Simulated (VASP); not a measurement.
TiCo: single point with PBE

TiCo:

```
CELL_PARAMETERS angstrom
2.98611 0.00000 0.00000
0.00000 2.98611 0.00000
0.00000 0.00000 5.97222
ATOMIC_POSITIONS crystal
Ti 0.00000 0.00000 0.00000
Ti 0.00000 0.00000 0.50000
Co 0.50000 0.50000 0.25000
Co 0.50000 0.50000 0.75000
```

- Program: VASP 6.6.1
- Task: single point
- Functional: PBE
- Potentials or basis: VASP PAW PBE potentials, release 64 (Ti_sv, Co)
- Cutoff: 520 eV
- k mesh: 12 × 12 × 6
- Occupations: fermi-dirac, width 0.03 eV
- Spin: collinear spin, ferromagnetic start
- Starting moments: [1.0, 1.0, 2.0, 2.0] μB

| Quantity | Value |
| --- | --- |
| Pressure | -0.8 GPa |
| Net moment | 1.72 μB per cell |
| Site moments | Ti -0.02; Co +0.93 μB |
| Valence electrons inside the program's atomic spheres | Ti 10.29; Co 8.29 |

Levels at points of the mesh, in eV from the Fermi level:
Spin up:
```tsv
k point	band 19	band 20	band 21	band 22	band 23	band 24	band 25	band 26
(0.00, 0.00, 0.00)	-1.90	-1.55	-0.73	-0.64	0.45	0.45	0.63	0.63
(0.50, 0.00, 0.00)	-1.53	-0.81	-0.73	-0.64	0.60	0.60	0.63	0.63
(0.50, 0.50, 0.00)	-1.53	-1.50	-1.50	-0.81	0.60	0.60	1.07	2.41
(0.00, 0.00, 0.50)	-1.73	-1.73	-0.04	-0.04	0.47	0.47	1.49	1.49
(0.50, 0.00, 0.50)	-1.41	-1.41	-0.94	-0.94	0.37	0.37	1.08	1.08
(0.50, 0.50, 0.50)	-1.11	-1.11	-1.11	-1.11	-0.88	-0.88	1.84	1.84
```
Spin down:
```tsv
k point	band 16	band 17	band 18	band 19	band 20	band 21	band 22	band 23	band 24	band 25
(0.00, 0.00, 0.00)	-1.43	-1.35	-1.35	-1.35	-0.92	-0.83	0.56	0.64	0.64	1.00
(0.50, 0.00, 0.00)	-1.43	-1.43	-0.92	-0.83	-0.04	0.26	0.56	0.58	0.58	0.64
(0.50, 0.50, 0.00)	-2.11	-2.11	-2.11	-0.04	-0.01	-0.01	0.26	0.58	0.58	1.23
(0.00, 0.00, 0.50)	-1.41	-1.41	-1.41	-1.15	-1.15	0.34	0.34	1.12	1.12	1.55
(0.50, 0.00, 0.50)	-1.81	-1.66	-1.66	-1.25	-1.25	0.19	0.19	0.45	0.45	1.39
(0.50, 0.50, 0.50)	-2.42	-1.04	-1.04	-1.04	-1.04	-0.02	-0.02	0.25	0.25	1.91
```

Wall time 7.7 min on 1 thread of Intel Xeon 8259CL, with other jobs on the host, peak memory 0.4 GiB.
